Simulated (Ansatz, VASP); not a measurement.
## One calculation of Te, two programs

```
Te
1.0
     2.67590    0.00000    0.00000
    -1.33795    2.31740    0.00000
     0.00000    0.00000    2.50934
Te
1
Cartesian
  0.0000 0.0000 0.0000
```

Change from the starting cell: volume scaled by 0.5, PAW files.

Alike in both runs: task single point; functional PBE; k mesh 15 × 15 × 13; occupations fermi-dirac, width 0.1 eV; no spin polarisation.

|  | VASP | Ansatz |
| --- | --- | --- |
| version | VASP 6.6.1 | Ansatz 0.2.0 |
| potentials or method | VASP PAW PBE potentials, release 64 (Te) | PAW with Ansatz's default frozen-core files, scalar-relativistic |
| plane-wave cutoff (eV) | 520 | 420 |
| valence electrons in the cell | 6 | 16 |

|  | VASP | Ansatz | Ansatz less VASP |
| --- | --- | --- | --- |
| pressure (GPa) | 164.6 | 162.6 | -1.98 |
| traceless stress, the component that is largest in VASP (GPa) | 0.29 | 0.17 | -0.121 |

Both programs put the cell under a high pressure, so it lies far from rest at this level. With one functional, cell and mesh, what is left measures potentials, basis and numerics. VASP's potentials hold 6 valence electrons a cell and Ansatz's 16, so a difference there can come from the potentials and not from the codes.

Spin-orbit coupling is off throughout. Noted on VASP's run: the cell as given lies far from equilibrium.
